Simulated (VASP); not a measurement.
A run of VASP 6.6.1 is set up as follows.

Contents of INCAR:

```
SYSTEM = Be
  ALGO = Fast
  EDIFF = 1E-6
  ENCUT = 520
  ISIF = 2
  ISMEAR = 0
  LASPH = .True.
  LCHARG = .False.
  LREAL = .False.
  LWAVE = .False.
  NBANDS = 9
  NELM = 60
  PREC = Accurate
  SIGMA = 0.15
```

KPOINTS

```
k-points
0
Gamma
  33 33 20
  0 0 0
```

Contents of POSCAR:

```
Be
1.0
    2.1565996042      0.0000000000      0.0000000000
   -1.0782998021      1.8676700430      0.0000000000
    0.0000000000      0.0000000000      3.7472712275
Be
2
Direct
    0.3333333333      0.6666666667      0.2500000000
    0.6666666667      0.3333333333      0.7500000000
```

Potentials or basis: VASP PAW LDA potentials, release 64 (Be).

Command:

```bash
$ cat potpaw_LDA.64/Be/POTCAR > POTCAR
$ mpirun -np 1 vasp_std > vasp.out
```

**Question.** Predict the band gap on the k mesh.

**Answer.** Zero (band 2 reaches 7.95 eV, above the bottom of band 3 at 6.51 eV).

**Question.** What does it give for the pressure?

**Answer.** 1.4 GPa.

Stress tensor (GPa, compression positive):
```
 11.94   0.00   0.00
  0.00  11.94   0.00
  0.00   0.00 -19.53
```
